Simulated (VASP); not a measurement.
Write the native input for VASP 6.6.1 that does the following.

| Item | Value |
| --- | --- |
| Task | single point |
| Functional | r2SCAN |
| Potentials or basis | VASP PAW PBE potentials, release 64 (Mo_sv) |
| Cutoff | 520 eV |
| k mesh | 22 × 22 × 22 |
| Occupations | gaussian, width 0.15 eV |
| Spin | no spin polarisation |
| Dipole correction | no |
| Further INCAR settings | ALGO = Normal; EDIFF = 1e-06; NBANDS = 13 |

The system is Mo.

```
CELL_PARAMETERS angstrom
-1.57100 1.66526 1.57100
1.57100 -1.66526 1.57100
1.57100 1.66526 -1.57100
ATOMIC_POSITIONS crystal
Mo 0.00000 0.00000 0.00000
```

This cell differs from its parent crystal: strain +0.0600 x Voigt [0, 1, 0, 0, 0, 0].

The input as run:

POSCAR

```
Mo
1.0
   -1.5710000000      1.6652600000      1.5710000000
    1.5710000000     -1.6652600000      1.5710000000
    1.5710000000      1.6652600000     -1.5710000000
Mo
1
Direct
    0.0000000000      0.0000000000      0.0000000000
```

INCAR.step1

```
ALGO     = Normal         # electronic algorithm
EDIFF    = 1E-4           # SCF threshold, eV
ENCUT    = 520            # plane-wave cutoff, eV
GGA      = PE             # functional
ISMEAR   = 0              # smearing method
LASPH    = T              # aspherical terms in the spheres
LCHARG   = F              # write CHGCAR
LREAL    = F              # projectors in reciprocal space
LWAVE    = T              # write WAVECAR
NBANDS   = 13             # bands
NELM     = 60             # most SCF steps
PREC     = Accurate       # precision mode
SIGMA    = 0.15           # smearing width, eV
```

INCAR.step2

```
ALGO     = Normal         # electronic algorithm
EDIFF    = 1E-6           # SCF threshold, eV
ENCUT    = 520            # plane-wave cutoff, eV
ISIF     = 2              # what is computed and relaxed
ISMEAR   = 0              # smearing method
ISTART   = 1            
LASPH    = T              # aspherical terms in the spheres
LCHARG   = T              # write CHGCAR
LELF     = T              # ELF
LMIXTAU  = T            
LREAL    = F              # projectors in reciprocal space
LVHAR    = T            
LWAVE    = F              # write WAVECAR
METAGGA  = R2SCAN         # meta-GGA
NBANDS   = 13             # bands
NELM     = 60             # most SCF steps
PREC     = Accurate       # precision mode
SIGMA    = 0.15           # smearing width, eV
```

KPOINTS

```
k-points
0
Gamma
  22 22 22
```

Potentials or basis: VASP PAW PBE potentials, release 64 (Mo_sv).

Run with:

```console
$ cat potpaw_PBE.64/Mo_sv/POTCAR > POTCAR
$ cp INCAR.step1 INCAR
$ mpirun -np 1 vasp_std > vasp.out
$ cp INCAR.step2 INCAR
$ mpirun -np 1 vasp_std > vasp.out
```

Results of the run:

| Quantity | Value |
| --- | --- |
| Pressure | -10.9 GPa |
| Band gap on the k mesh | zero (bands 7 and 8 overlap by 4.79 eV) |

Caveat: the cell differs from its parent crystal (strain +0.0600 x Voigt [0, 1, 0, 0, 0, 0]); the cell stands under tension; the PAW data sets were made with another functional, which shifts forces and pressure a little.

It took 4.5 min on 1 thread of Intel(R) Xeon(R) Platinum 8488C (Sapphire Rapids), with other jobs on the host, peak memory 0.28 GiB.
